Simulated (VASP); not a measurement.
## MnS: single point with LDA

Crystal: MnS.

```
Mn S
1.0
     0.00000    2.55133    2.55133
     2.55133    0.00000    2.55133
     2.55133    2.55133    0.00000
Mn S
1 1
Direct
  0.00000 0.00000 0.00000
  0.50000 0.50000 0.50000
```

This cell differs from its parent crystal: volume scaled by 0.94.

```yaml
Program: VASP 6.6.1
Task: single point
Functional: LDA
Potentials_or_basis: VASP PAW LDA potentials, release 64 (Mn_pv, S)
Cutoff: 520 eV
k_mesh: 9 × 9 × 9
Occupations: fermi-dirac, width 0.05 eV
Spin: collinear spin, ferromagnetic start
Starting_moments: "[4.0, 0.0] μB"
Dipole_correction: no
Further_INCAR_settings: ALGO = Normal; EDIFF = 1e-06; NBANDS = 20
```

- Pressure: -11.3 GPa
- Net moment: 4.23 μB per cell
- Site moments: Mn +3.86; S +0.07 μB
- Valence electrons inside the program's atomic spheres: Mn 11.41; S 3.69

Levels at points of the mesh, in eV from the Fermi level:
Spin up:
| k point | band 10 | band 11 | band 12 | band 13 | band 14 | band 15 |
| --- | --- | --- | --- | --- | --- | --- |
| (0.00, 0.00, 0.00) | -1.91 | -1.91 | -1.91 | 2.23 | 8.85 | 8.85 |
Spin down:
```
           k point  band 5  band 6  band 7  band 8  band 9  band 10
(0.00, 0.00, 0.00)   -1.68   -1.68   -1.68   -0.14   -0.14    -0.14
```

It took 46 s on 1 thread of Intel(R) Xeon(R) Platinum 8259CL CPU @ 2.50GHz (Skylake/Cascade Lake), with other jobs on the host, peak memory 0.16 GiB.

Caveat: a cell with one magnetic atom can't hold antiferromagnetic order, which such compounds often take; semilocal functionals often make such compounds metallic where correlation or magnetic order opens a gap, which also shifts bond lengths.
